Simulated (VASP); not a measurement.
Set up this calculation in VASP 6.6.1, as the native input.

* Task: relaxation of cell and atoms
* Functional: PBE
* Potentials or basis: VASP PAW PBE potentials, release 64 (Li_sv, Ag, B)
* Cutoff: 600 eV
* k mesh: 4 × 4 × 4
* Occupations: gaussian, width 0.1 eV
* Spin: no spin polarisation
* Dipole correction: no
* Further INCAR settings: ALGO = Normal; EDIFF = 1e-06; IBRION = 2; EDIFFG = -0.04; NSW = 90; ISIF = 3

The structure of Li3AgB5 lies in POSCAR:

```
Li3AgB5
1.0
    3.1148201200     -3.7528487300      0.0000000000
    3.1148201200      3.7528487300      0.0000000000
    0.0000000000      0.0000000000      4.7865053900
Li Ag B
3 1 5
Direct
    0.0000000000      0.5000000000      0.5000000000
    0.5000000000      0.0000000000      0.5000000000
    0.5000000000      0.5000000000      0.0000000000
    0.5000000000      0.5000000000      0.5000000000
    0.7399229600      0.7399229600      0.1943991300
    0.2600770400      0.2600770400      0.1943991300
    0.7399229600      0.7399229600      0.8056008700
    0.2600770400      0.2600770400      0.8056008700
    0.0000000000      0.0000000000      0.5000000000
```

The cell was built from a structure type or drawn by symmetry, and may not be a known phase.

One way to write it, as run:

INCAR

```
  PREC = Accurate
  ENCUT = 600
  EDIFF = 1E-6
  ISMEAR = 0
  SIGMA = 0.1
  LREAL = False
  LASPH = True
  NELM = 80
  ALGO = Normal
  ISIF = 3
  LWAVE = False
  LCHARG = False
  GGA = PE
  IBRION = 2
  NSW = 90
  EDIFFG = -0.04
```

KPOINTS

```
Automatic mesh
0
Gamma
  4 4 4
```

Potentials or basis: VASP PAW PBE potentials, release 64 (Li_sv, Ag, B).

Run with:

```sh
$ cat potpaw_PBE.64/Li_sv/POTCAR potpaw_PBE.64/Ag/POTCAR potpaw_PBE.64/B/POTCAR > POTCAR
$ mpirun -np 1 vasp_std > vasp.out
```

Results of the run:

* Relaxed volume: 12.30 Å³/atom
* Relaxed cell: a = 5.195 Å, b = 5.195 Å, c = 4.573 Å, α = 90.00°, β = 90.00°, γ = 116.23°
* Space group after relaxing (to 0.1 Å): Cmmm (No. 65)
* Energy gained by relaxing: 880.1 meV/atom
* Ionic steps: 23
* Pressure after relaxing: 0.0 GPa
* Largest force after relaxing: 0.023 eV/Å
* Band gap on the k mesh: zero (an odd number of electrons rules out a gap without spin polarisation)

Caveat: the cutoff is under 1.25 times the usual one of these potentials, so pressure, stress and relaxed cells hold a basis-set (Pulay) error.

Run time: 8.8 min on 1 thread of Intel(R) Xeon(R) Platinum 8488C (Sapphire Rapids), with other jobs on the host, peak memory 0.29 GiB.
